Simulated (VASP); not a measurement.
# Ag in VASP: further runs

The runs below take Ag through single point, with PBE+D3(BJ).

Program: VASP 6.6.1. These are calculated values, not measurements. Logs are shortened: lines on timing, memory, paths and dates and some standing lists are left out, and cuts for length are marked.

## (1) The cell of the first run

The cell holds a slab with vacuum, 12 atoms: a = 5.761 Å, b = 5.761 Å, c = 20.704 Å, α = 90.00°, β = 90.00°, γ = 120.00°.

## (2) Single point, PBE+D3(BJ)

Input file INCAR:

```
SYSTEM = Ag
ALGO = Normal
DIPOL = 0.5 0.5 0.501
EDIFF = 1E-6
ENCUT = 520
GGA = PE
IDIPOL = 3
ISIF = 2
ISMEAR = 0
IVDW = 12
LASPH = .TRUE.
LCHARG = .FALSE.
LDIPOL = .TRUE.
LREAL = .FALSE.
LWAVE = .FALSE.
NBANDS = 78
NELM = 80
PREC = Accurate
SIGMA = 0.1
```

Input file KPOINTS:

```
k-points
0
G
  4 4 1
  0 0 0
```

Input file POSCAR:

```
Ag
1.0
    5.7606628207      0.0000000000      0.0000000000
   -2.8803314104      4.9888803454      0.0000000000
    0.0000000000      0.0000000000     20.7035614970
Ag
12
Direct
    0.3333333333      0.1666666667      0.3864069475
    0.3333333333      0.6666666667      0.3864069475
    0.8333333333      0.1666666667      0.3864069475
    0.8333333333      0.6666666667      0.3864069475
    0.6666666667      0.3333333333      0.5008244413
    0.6666666667      0.8333333333      0.5008244413
    0.1666666667      0.3333333333      0.5008244413
    0.1666666667      0.8333333333      0.5008244413
    0.0000000000      0.5000000000      0.6152895676
    0.0000000000      0.0000000000      0.6152895676
    0.5000000000      0.5000000000      0.6152895676
    0.5000000000      0.0000000000      0.6152895676
```

Potentials or basis: VASP PAW PBE potentials, release 64 (Ag).

The run is started by

```console
$ cat potpaw_PBE.64/Ag/POTCAR > POTCAR
$ mpirun -np 1 vasp_std > vasp.out
```

OUTCAR:

```text
SYSTEM = Ag
   EDIFF = 1E-6
   ENCUT = 520
   GGA = PE
   ISIF = 2
   ISMEAR = 0
   IVDW = 12
   LASPH = .TRUE.
   LREAL = .FALSE.
   NELM = 80
   PREC = Accurate
 IVDW          = 12

 ion  position               nearest neighbor table
   1  0.333  0.167  0.386-   3 2.88   3 2.88   4 2.88   4 2.88   2 2.88   2 2.88   7 2.89   5 2.89
                             8 2.89
   2  0.333  0.667  0.386-   4 2.88   4 2.88   3 2.88   3 2.88   1 2.88   1 2.88   8 2.89   6 2.89
                             7 2.89
   3  0.833  0.167  0.386-   1 2.88   1 2.88   2 2.88   2 2.88   4 2.88   4 2.88   5 2.89   7 2.89
                             6 2.89
   4  0.833  0.667  0.386-   2 2.88   2 2.88   1 2.88   1 2.88   3 2.88   3 2.88   6 2.89   8 2.89
                             5 2.89
   5  0.667  0.333  0.501-   7 2.88   7 2.88   8 2.88   8 2.88   6 2.88   6 2.88   3 2.89   1 2.89
                             4 2.89   9 2.90  12 2.90  11 2.90
   6  0.667  0.833  0.501-   8 2.88   8 2.88   7 2.88   7 2.88   5 2.88   5 2.88   4 2.89   2 2.89
                             3 2.89  10 2.90  11 2.90  12 2.90
   7  0.167  0.333  0.501-   5 2.88   5 2.88   6 2.88   6 2.88   8 2.88   8 2.88   1 2.89   3 2.89
                             2 2.89  11 2.90  10 2.90   9 2.90
   8  0.167  0.833  0.501-   6 2.88   6 2.88   5 2.88   5 2.88   7 2.88   7 2.88   2 2.89   4 2.89
                             1 2.89  12 2.90   9 2.90  10 2.90
   9  0.000  0.500  0.615-  11 2.88  11 2.88  12 2.88  12 2.88  10 2.88  10 2.88   5 2.90   8 2.90
[... 14 lines left out ...]
 A1 = (   5.7606628207,   0.0000000000,   0.0000000000)
 A2 = (  -2.8803314104,   4.9888803454,   0.0000000000)
 A3 = (   0.0000000000,   0.0000000000,  20.7035614970)

Analysis of symmetry for initial positions (statically):
=====================================================================
 Subroutine PRICEL returns following result:

  LATTYP: Found a hexagonal cell.
 ALAT       =     2.8803314103
 C/A-ratio  =     7.1879094963

  Lattice vectors:

 A1 = (   2.8803314103,   0.0000000000,   0.0000000000)
 A2 = (  -1.4401657052,   2.4944401727,   0.0000000000)
 A3 = (   0.0000000000,   0.0000000000,  20.7035614970)

   4 primitive cells build up your supercell.

 Routine SETGRP: Setting up the symmetry group for a
 hexagonal supercell.

 Subroutine GETGRP returns: Found  6 space group operations
 (whereof  6 operations were pure point group operations)
 out of a pool of 24 trial point group operations.

The static configuration has the point symmetry C_3v.

Analysis of symmetry for dynamics (positions and initial velocities):
=====================================================================
 Subroutine PRICEL returns following result:

  LATTYP: Found a hexagonal cell.
 ALAT       =     2.8803314103
 C/A-ratio  =     7.1879094963

  Lattice vectors:

 A1 = (   2.8803314103,   0.0000000000,   0.0000000000)
 A2 = (  -1.4401657052,   2.4944401727,   0.0000000000)
 A3 = (   0.0000000000,   0.0000000000,  20.7035614970)

   4 primitive cells build up your supercell.

 Routine SETGRP: Setting up the symmetry group for a
 hexagonal supercell.

 Subroutine GETGRP returns: Found  6 space group operations
 (whereof  6 operations were pure point group operations)
 out of a pool of 24 trial point group operations.

The dynamic configuration has the point symmetry C_3v.

 Subroutine INISYM returns: Found  6 space group operations
 (whereof  6 operations are pure point group operations),
 and found     4 'primitive' translations

----------------------------------------------------------------------------------------

                                     Primitive cell

  volume of cell :     148.7512

  direct lattice vectors                    reciprocal lattice vectors
     2.880331410  0.000000000  0.000000000     0.347182271  0.200445778  0.000000000
    -1.440165705  2.494440173  0.000000000     0.000000000  0.400891555  0.000000000
     0.000000000  0.000000000 20.703561497     0.000000000  0.000000000  0.048300868

  length of vectors
     2.880331410  2.880331410 20.703561497     0.400891555  0.400891555  0.048300868

  position of ions in fractional coordinates (direct lattice)
     0.666666667  0.333333333  0.386406947
     0.333333333  0.666666667  0.500824441
     0.000000000  0.000000000  0.615289568

  ion indices of the primitive-cell ions
   primitive index   ion index
                 1           1
                 2           7
                 3          12

----------------------------------------------------------------------------------------

 KPOINTS: k-points

Automatic generation of k-mesh.
 Grid dimensions read from file:
 generate k-points for:    4    4    1

 Generating k-lattice:

  Cartesian coordinates                     Fractional coordinates (reciprocal lattice)
     0.043397784  0.025055722  0.000000000     0.250000000 -0.000000000  0.000000000
     0.000000000  0.050111444  0.000000000     0.000000000  0.250000000  0.000000000
     0.000000000  0.000000000  0.048300868     0.000000000  0.000000000  1.000000000

  Length of vectors
     0.050111444  0.050111444  0.048300868

  Shift w.r.t. Gamma in fractional coordinates (k-lattice)
     0.000000000  0.000000000  0.000000000

 Subroutine IBZKPT returns following result:
 ===========================================

 Found      4 irreducible k-points:

 Following reciprocal coordinates:
            Coordinates               Weight
  0.000000  0.000000  0.000000      1.000000
  0.250000 -0.000000  0.000000      6.000000
  0.500000 -0.000000  0.000000      3.000000
  0.250000  0.250000  0.000000      6.000000
   k-points           NKPTS =      4   k-points in BZ     NKDIM =      4   number of bands    NBANDS=     78
   number of dos      NEDOS =    301   number of ions     NIONS =     12
   total plane-waves  NPLWV = 368640
   dimension x,y,z NGX =    48 NGY =   48 NGZ =  160
   dimension x,y,z NGXF=    96 NGYF=   96 NGZF=  320
   ions per type =              12
   NGX,Y,Z   is equivalent  to a cutoff of  13.85, 13.85, 12.85 a.u.
   NGXF,Y,Z  is equivalent  to a cutoff of  27.70, 27.70, 25.70 a.u.
 SYSTEM =  Ag
   PREC   = accura    normal or accurate (medium, high low for compatibility)
   ISTART =      0    job   : 0-new  1-cont  2-samecut
   ICHARG =      2    charge: 1-file 2-atom 10-const
   ISPIN  =      1    spin polarized calculation?
   LNONCOLLINEAR =      F non collinear calculations
   LSORBIT =      F    spin-orbit coupling
   LASPH  =      T    aspherical Exc in radial PAW
   ENCUT  =  520.0 eV  38.22 Ry    6.18 a.u.  10.71 10.71 38.49*2*pi/ulx,y,z
   NELM   =     80;   NELMIN=  2; NELMDL= -5     # of ELM steps
   EDIFF  = 0.1E-05   stopping-criterion for ELM
   LREAL  =      F    real-space projection
   EDIFFG = 0.1E-04   stopping-criterion for IOM
   NSW    =      0    number of steps for IOM
   IBRION =     -1    ionic relax: 0-MD 1-quasi-New 2-CG
   NFREE  =      0    steps in history (QN), initial steepest desc. (CG)
   ISIF   =      2    stress and relaxation
   ISYM   =      2    0-nonsym 1-usesym 2-fastsym
   POTIM  = 0.5000    time-step for ionic-motion
   TEBEG  =    0.0;   TEEND  =   0.0 temperature during run
   PSTRESS=    0.0 pullay stress
   NELECT =     132.0000    total number of electrons
   NUPDOWN=      -1.0000    fix difference up-down
   EMIN   =  10.00;   EMAX   =-10.00  energy-range for DOS
   EFERMI =   0.00;   METHOD = LEGACY
   ISMEAR =     0;   SIGMA  =   0.10  broadening in eV -4-tet -1-fermi 0-gaus
   EFERMI_NEDOS =   21; number of points for ismear=-14 and -15
   IALGO  =     38    algorithm
   IMIX   =      4    mixing-type and parameters
     AMIX     =   0.40;   BMIX     =  1.00
     AMIX_MAG =   1.60;   BMIX_MAG =  1.00
  volume/ion in A,a.u.               =      49.58       334.61
  Fermi-wavevector in a.u.,A,eV,Ry     =   0.991043  1.872800 13.363189  0.982167
  Thomas-Fermi vector in A             =   2.122757
   LORBIT       =      0    0 simple, 1 ext, 2 COOP (PROOUT), +10 PAW based schemes
   GGA     = PE    functional components
   LHFCALC =     F    Hartree Fock is set to
   AEXX    =    0.0000 exact exchange contribution
   IVDW    =    12    specifies the selected vdW correction
   LEPSILON=     F    determine dielectric tensor
   LRPA    =     F    only Hartree local field effects (RPA)
 non-spin polarized calculation
 Gauss-broadening in eV      SIGMA  =   0.10
  energy-cutoff  :      520.00
  volume of cell :      595.00
 maximum number of plane-waves:     16061
 NGX is ok and might be reduce to    48
   NGX = 21   NGY = 21   NGZ = 77

 dipolmoment           0.000000      0.000000     -0.000164 electrons x Angstroem

 number of electron     131.9999980 magnetization

 dipolmoment           0.000000      0.000000      0.000055 electrons x Angstroem

 Free energy of the ion-electron system (eV)
  ---------------------------------------------------
  ext. energy  EPLUGINS =         0.00000000
  ---------------------------------------------------
  free energy    TOTEN  =       -29.68711268 eV

  energy without entropy =      -29.62016848  energy(sigma->0) =      -29.65364058

 E-fermi :  -0.0703     XC(G=0):  -5.0070

 val. band max:       -0.1217406139   @ k =   0.2500   0.2500   0.0000
 cond. band min:      -0.0553987341   @ k =   0.2500  -0.0000   0.0000
 fundamental gap:      0.0663418798
 Fermi energy:        -0.0702670460

 k-point     1 :       0.0000    0.0000    0.0000
  band No.  band energies     occupation
      1      -7.2138      2.00000
      2      -6.2492      2.00000
      3      -6.2492      2.00000
      4      -6.2492      2.00000
      5      -6.2479      2.00000
      6      -6.1158      2.00000
[... 313 lines left out ...]
     77       5.0142      0.00000
     78       5.7024      0.00000

------------------------ aborting loop because EDIFF is reached ----------------------------------------

 vacuum level on the upper side and lower side of the slab       (xc-potential included)        -0.126        -0.127

 Edisp (eV)   -4.87302

 E8    (eV) :    -2.2252

  FORCE on cell =-STRESS in cart. coord.  units (eV):
  Direction    XX          YY          ZZ          XY          YZ          ZX
  --------------------------------------------------------------------------------------
  -------------------------------------------------------------------------------------
  Total      -2.97008    -2.97008    -0.29069     0.00000     0.00000     0.00000
  in kB      -7.99758    -7.99758    -0.78276     0.00000     0.00000     0.00000
  external pressure =       -5.59 kB  Pullay stress =        0.00 kB

 VOLUME and BASIS-vectors are now :
 -----------------------------------------------------------------------------
  energy-cutoff  :      520.00
  volume of cell :      595.00
      direct lattice vectors                 reciprocal lattice vectors
     5.760662821  0.000000000  0.000000000     0.173591135  0.100222889  0.000000000
    -2.880331410  4.988880345  0.000000000     0.000000000  0.200445778  0.000000000
     0.000000000  0.000000000 20.703561497     0.000000000  0.000000000  0.048300868

 POSITION                                       TOTAL-FORCE (eV/Angst)
 -----------------------------------------------------------------------------------
      1.44017      0.83148      8.00000         0.000000     -0.000000      0.006237
     -0.00000      3.32592      8.00000         0.000000     -0.000000      0.006237
      4.32050      0.83148      8.00000         0.000000      0.000000      0.006237
      2.88033      3.32592      8.00000         0.000000     -0.000000      0.006237
      2.88033      1.66296     10.36885        -0.000000      0.000000      0.002989
      1.44017      4.15740     10.36885        -0.000000      0.000000      0.002989
      0.00000      1.66296     10.36885        -0.000000      0.000000      0.002989
     -1.44017      4.15740     10.36885         0.000000      0.000000      0.002989
     -1.44017      2.49444     12.73869         0.000000     -0.000000     -0.009226
      0.00000      0.00000     12.73869        -0.000000     -0.000000     -0.009226
      1.44017      2.49444     12.73869         0.000000     -0.000000     -0.009226
      2.88033      0.00000     12.73869        -0.000000     -0.000000     -0.009226
 -----------------------------------------------------------------------------------
    total drift:                               -0.000000      0.000000     -0.000290

  FREE ENERGIE OF THE ION-ELECTRON SYSTEM (eV)
  ---------------------------------------------------
  free  energy   TOTEN  =       -34.5601357164 eV

  energy  without entropy=      -34.4931915088  energy(sigma->0) =      -34.52666361

 vacuum level on the upper side and lower side of the slab         4.403         4.401
```

Wall time 6.6 min (1 thread of Intel Xeon Platinum 8488C (Sapphire Rapids), shared host); peak memory 0.75 GiB.

Results:

```
Free energy                : -34.5601 eV
Largest force              : 0.009 eV/Å
Band gap on the k mesh     : zero (band 66 reaches 0.32 eV, above the bottom of band 67 at -0.12 eV)
Dispersion energy per atom : -0.406 eV
```

Forces in eV/Å, atoms in the order of the input:
```
Ag   0.000  0.000  0.006
Ag   0.000  0.000  0.006
Ag   0.000  0.000  0.006
Ag   0.000  0.000  0.006
Ag   0.000  0.000  0.003
Ag   0.000  0.000  0.003
Ag   0.000  0.000  0.003
Ag   0.000  0.000  0.003
Ag   0.000  0.000 -0.009
Ag   0.000  0.000 -0.009
Ag   0.000  0.000 -0.009
Ag   0.000  0.000 -0.009
```

## (3) Single point, PBE+D3(BJ)

This run uses another cell than the first one, of 58.40 Å³/atom, 1.178 times its volume.

Input file INCAR:

```
PREC = Accurate ; ENCUT = 520
EDIFF = 1E-6 ; ISMEAR = 0
SIGMA = 0.1 ; LREAL = F
LASPH = T ; NELM = 60
ALGO = Normal ; ISIF = 2
LWAVE = F ; LCHARG = T
LDIPOL = T ; IDIPOL = 3
DIPOL = 0.5 0.5 0.425 ; GGA = PE
IVDW = 12 ; LELF = T
LVHAR = T ; LVACPOTAV = T
NBANDS = 78
```

Input file KPOINTS:

```
regular mesh
0
Gamma
  4 4 1
```

Input file POSCAR:

```
Ag
1.0
    5.7606628201      0.0000000000      0.0000000000
   -2.8803314101      4.9888803449      0.0000000000
    0.0000000000      0.0000000000     24.3850614965
Ag
12
Direct
    0.3333333333      0.1666666667      0.3280697078
    0.3333333333      0.6666666667      0.3280697078
    0.8333333333      0.1666666667      0.3280697078
    0.8333333333      0.6666666667      0.3280697078
    0.6669582848      0.3320119924      0.4247744188
    0.6671301245      0.8334241274      0.4250360907
    0.1654975961      0.3318764971      0.4248367939
    0.1667015787      0.8331752502      0.4252158021
    0.0001722485      0.4996625587      0.5217798802
    0.0013985264     -0.0005376535      0.5224488811
    0.4988757098      0.4967863628      0.5205882432
    0.4995997584     -0.0011967737      0.5220700223
```

Potentials or basis: VASP PAW PBE potentials, release 64 (Ag).

The run is started by

```console
$ cat potpaw_PBE.64/Ag/POTCAR > POTCAR
$ mpirun -np 1 vasp_std > vasp.out
```

It took 17 min on 1 thread of Intel Xeon Platinum 8259CL at 2.50GHz (Skylake/Cascade Lake), shared host; peak memory 1 GiB.

Results (log left out):

* Free energy: -34.5550 eV
* Largest force: 0.108 eV/Å
* Band gap on the k mesh: zero (band 66 reaches -0.35 eV, above the bottom of band 67 at -0.78 eV)
* Dispersion energy per atom: -0.406 eV

Forces in eV/Å, atoms in the order of the input:
```
Ag   0.000 -0.008 -0.007
Ag  -0.002  0.003  0.006
Ag   0.002 -0.007 -0.021
Ag   0.004  0.004  0.002
Ag  -0.014  0.017 -0.009
Ag  -0.002 -0.024 -0.006
Ag   0.014  0.021 -0.009
Ag   0.004 -0.013 -0.020
Ag   0.002 -0.025  0.011
Ag  -0.059 -0.023 -0.028
Ag   0.005  0.065  0.086
Ag   0.048 -0.010 -0.004
```

Levels at points of the mesh, in eV from the Fermi level:
| k point | band 62 | band 63 | band 64 | band 65 | band 66 | band 67 | band 68 | band 69 | band 70 | band 71 |
| --- | --- | --- | --- | --- | --- | --- | --- | --- | --- | --- |
| (0.00, 0.00, 0.00) | -2.64 | -1.36 | 0.37 | 0.38 | 0.38 | 0.39 | 1.33 | 1.34 | 1.34 | 1.69 |
| (0.50, 0.00, 0.00) | -2.82 | -2.31 | -2.30 | -0.09 | -0.09 | 0.30 | 0.30 | 1.22 | 1.23 | 2.93 |
| (0.00, 0.50, 0.00) | -2.82 | -2.31 | -2.29 | -0.10 | -0.09 | 0.30 | 0.30 | 1.23 | 1.23 | 2.93 |
| (0.50, 0.50, 0.00) | -2.82 | -2.31 | -2.30 | -0.09 | -0.09 | 0.30 | 0.30 | 1.23 | 1.23 | 2.93 |

## (4) Single point, PBE+D3(BJ)

This run uses another cell than the first one, of 58.57 Å³/atom, 1.181 times its volume.

Input file INCAR:

```
SYSTEM = Ag
  PREC = Accurate
  ENCUT = 520
  EDIFF = 1E-6
  ISMEAR = 0
  SIGMA = 0.1
  LREAL = .FALSE.
  LASPH = .TRUE.
  NELM = 100
  ALGO = Normal
  ISIF = 2
  LWAVE = .FALSE.
  LCHARG = .FALSE.
  LDIPOL = .TRUE.
  IDIPOL = 3
  DIPOL = 0.5 0.5 0.424
  GGA = PE
  IVDW = 12
  NBANDS = 78
```

Input file KPOINTS:

```
regular mesh
0
G
  4 4 1
  0 0 0
```

Input file POSCAR:

```
Ag
1.0
    5.7606628201      0.0000000000      0.0000000000
   -2.8803314101      4.9888803449      0.0000000000
    0.0000000000      0.0000000000     24.4565614965
Ag
12
Direct
    0.3333333333      0.1666666667      0.3271105794
    0.3333333333      0.6666666667      0.3271105794
    0.8333333333      0.1666666667      0.3271105794
    0.8333333333      0.6666666667      0.3271105794
    0.6663005138      0.3329573808      0.4235849389
    0.6668187648      0.8330046922      0.4238907958
    0.1665755662      0.3325921051      0.4237699204
    0.1663763506      0.8332020297      0.4237824558
   -0.0006075466      0.4987000357      0.5197538462
   -0.0003810950     -0.0004299758      0.5209036652
    0.4997492840      0.4992007115      0.5205125122
    0.4999749400     -0.0004420250      0.5202039074
```

The run is started by

```console
$ cat potpaw_PBE.64/Ag/POTCAR > POTCAR
$ mpirun -np 1 vasp_std > vasp.out
```

Run time: 25 min. Hardware: 1 thread of Oxide Virtual Turin-like, shared host; peak memory 0.96 GiB.

Results (log left out):

| Quantity | Value |
| --- | --- |
| Free energy | -34.5569 eV |
| Largest force | 0.052 eV/Å |
| Band gap on the k mesh | zero (band 66 reaches -0.37 eV, above the bottom of band 67 at -0.79 eV) |
| Dispersion energy per atom | -0.406 eV |

Forces in eV/Å, atoms in the order of the input:
```
Ag  -0.003 -0.003 -0.010
Ag   0.002  0.000  0.004
Ag   0.003 -0.005 -0.004
Ag  -0.002  0.004 -0.005
Ag   0.001 -0.001 -0.001
Ag  -0.007 -0.002 -0.006
Ag  -0.001  0.006 -0.005
Ag   0.006 -0.002 -0.008
Ag   0.000  0.022  0.047
Ag   0.013 -0.012 -0.025
Ag  -0.001  0.004 -0.004
Ag  -0.012 -0.011  0.017
```

Levels at points of the mesh, in eV from the Fermi level:
```
           k point  band 64  band 65  band 66  band 67  band 68  band 69
(0.00, 0.00, 0.00)     0.38     0.38     0.38     0.39     1.34     1.34
(0.50, 0.00, 0.00)    -2.30    -0.09    -0.09     0.30     0.30     1.23
(0.00, 0.50, 0.00)    -2.30    -0.09    -0.09     0.30     0.30     1.23
(0.50, 0.50, 0.00)    -2.30    -0.09    -0.09     0.30     0.30     1.23
```

## (5) Overview

```tsv
cell	gap on the mesh (eV)	largest force (eV/Å)
a = 5.761, b = 5.761, c = 20.704 Å, angles 90.0, 90.0, 120.0°, 12 atoms	none	0.01
a = 5.761, b = 5.761, c = 24.385 Å, angles 90.0, 90.0, 120.0°, 12 atoms	none	0.11
a = 5.761, b = 5.761, c = 24.457 Å, angles 90.0, 90.0, 120.0°, 12 atoms	none	0.05
```

Alike in all rows: task single point; level PBE+D3(BJ); potentials or basis VASP PAW PBE potentials, release 64 (Ag); no spin polarisation; k mesh 4 × 4 × 1; cutoff (eV) 520; smearing gaussian 0.1 eV.

Absolute energies hang on the potentials; compare differences alone.
